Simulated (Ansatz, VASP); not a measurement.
Pb: VASP beside Ansatz

```
CELL_PARAMETERS angstrom
3.16258 0.00000 0.00000
0.00000 3.16258 0.00000
0.00000 0.00000 3.16258
ATOMIC_POSITIONS crystal
Pb 0.00000 0.00000 0.00000
```

Alike in both runs: task single point; functional PBE; k mesh 16 × 16 × 16; occupations fermi-dirac, width 0.1 eV; no spin polarisation.

```csv
,VASP,Ansatz
version,VASP 6.6.1,Ansatz 0.2.0
potentials or method,"VASP PAW PBE potentials, release 64 (Pb_d), cutoff 520 eV","plane waves (420 eV) with PAW, scalar-relativistic"
valence electrons in the cell,14,14
```

```tsv
	VASP	Ansatz	Ansatz less VASP
pressure (GPa)	3.7	3.7	+0.05
```

With one functional, cell and mesh, what is left measures potentials, basis and numerics.

Neither program's run includes spin-orbit coupling.
